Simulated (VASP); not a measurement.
**Al2Ru: single point with PBEsol**

The system is Al2Ru.

```xyz
6
Lattice="0.0000 3.8801 4.2952 2.2957 0.0000 4.2952 2.2957 3.8801 0.0000" Properties=species:S:1:pos:R:3 pbc="T T T"
Al    1.1478    0.6199    2.1476
Al    1.1478    3.2602    2.1476
Al    2.2957    1.3201    4.2952
Al    2.2957    6.4401    4.2952
Ru    3.4435    5.8202    6.4428
Ru    2.2957    3.8801    4.2952
```

```json
{"Program": "VASP 6.6.1", "Task": "single point", "Functional": "PBEsol", "Potentials or basis": "VASP PAW PBE potentials, release 64 (Al, Ru_pv)", "Cutoff": "520 eV", "k mesh": "10 × 10 × 10", "Occupations": "gaussian, width 0.01 eV", "Spin": "no spin polarisation"}
```

* Pressure: 15.2 GPa
* Largest force: 0.003 eV/Å

Forces on the atoms (eV/Å):
```
Al   0.000  0.003  0.000
Al   0.000 -0.003  0.000
Al   0.000 -0.003  0.000
Al   0.000  0.003  0.000
Ru   0.000  0.000  0.000
Ru   0.000  0.000  0.000
```

Levels at points of the mesh, in eV from the Fermi level:
| k point | band 17 | band 18 | band 19 | band 20 | band 21 | band 22 | band 23 | band 24 |
| --- | --- | --- | --- | --- | --- | --- | --- | --- |
| (0.00, 0.00, 0.00) | -2.24 | -1.43 | -1.25 | -0.06 | 1.76 | 2.31 | 2.46 | 2.80 |
| (0.50, 0.00, 0.00) | -2.49 | -2.34 | -1.30 | -1.03 | 0.33 | 0.70 | 2.05 | 3.36 |
| (0.50, 0.50, 0.00) | -1.83 | -1.83 | -1.45 | -1.45 | 2.36 | 2.36 | 2.68 | 2.68 |
| (0.50, 0.00, 0.50) | -2.52 | -2.52 | -1.66 | -1.66 | 1.85 | 1.85 | 2.59 | 2.59 |
| (0.00, 0.50, 0.50) | -2.83 | -2.83 | -1.45 | -1.45 | 0.34 | 0.34 | 4.73 | 4.73 |

It took 10 min on 1 thread of Oxide Virtual Turin-like Processor, with other jobs on the host, peak memory 0.42 GiB.

Caveat: the cell stands under pressure; the PAW data sets were made with another functional, which shifts forces and pressure a little.
